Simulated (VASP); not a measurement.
# NaFeN: single point with LDA

Crystal: NaFeN.

```
Na Fe N
1.0
     2.97385    0.00000    0.00000
    -1.48692    2.57543    0.00000
     0.00000    0.00000    9.73272
Na Fe N
2 2 2
Direct
  0.66667 0.33333 0.76081
  0.33333 0.66667 0.26081
  0.00000 0.00000 0.51824
  0.00000 0.00000 0.01824
  0.33333 0.66667 0.56559
  0.66667 0.33333 0.06559
```

```json
{
 "Program": "VASP 6.6.1",
 "Task": "single point",
 "Functional": "LDA",
 "Potentials or basis": "VASP PAW LDA potentials, release 64 (Na_pv, Fe, N)",
 "Cutoff": "520 eV",
 "k mesh": "12 × 12 × 4",
 "Occupations": "gaussian, width 0.01 eV",
 "Spin": "no spin polarisation",
 "Dipole correction": "no",
 "Further INCAR settings": "ALGO = Normal; EDIFF = 1e-07; NBANDS = 29"
}
```

- Pressure: -4.3 GPa
- Largest force: 0.233 eV/Å
- Band gap on the k mesh: 0.27 eV (least direct gap 0.60 eV)

Forces on the atoms (eV/Å):
```
Na   0.000  0.000 -0.027
Na   0.000  0.000 -0.027
Fe   0.000  0.000  0.233
Fe   0.000  0.000  0.233
N    0.000  0.000 -0.207
N    0.000  0.000 -0.207
```

Stress tensor (GPa, compression positive):
```
-4.73  0.00  0.00
 0.00 -4.73  0.00
 0.00  0.00 -3.30
```

Levels at points of the mesh, in eV from the valence-band top:
| k point | band 16 | band 17 | band 18 | band 19 | band 20 | band 21 | band 22 | band 23 | band 24 | band 25 |
| --- | --- | --- | --- | --- | --- | --- | --- | --- | --- | --- |
| (0.00, 0.00, 0.00) | -1.76 | -0.64 | -0.64 | -0.64 | -0.64 | 1.78 | 2.48 | 4.10 | 4.10 | 4.12 |
| (0.50, 0.00, 0.00) | -1.22 | -0.94 | -0.83 | -0.59 | -0.59 | 0.84 | 0.96 | 1.45 | 1.46 | 2.82 |
| (0.00, 0.00, 0.50) | -2.15 | -0.64 | -0.64 | -0.64 | -0.64 | 2.04 | 2.04 | 4.11 | 4.11 | 4.11 |
| (0.50, 0.00, 0.50) | -1.23 | -0.91 | -0.91 | -0.59 | -0.59 | 0.90 | 0.90 | 1.45 | 1.45 | 3.26 |

Wall time 3.5 min on 1 thread of Oxide Virtual Turin-like Processor, on a shared host, peak memory 0.2 GiB.

Caveat: the cell stands under tension; semilocal functionals underestimate gaps, and a narrow one can read as zero. A k mesh can miss the band edges.
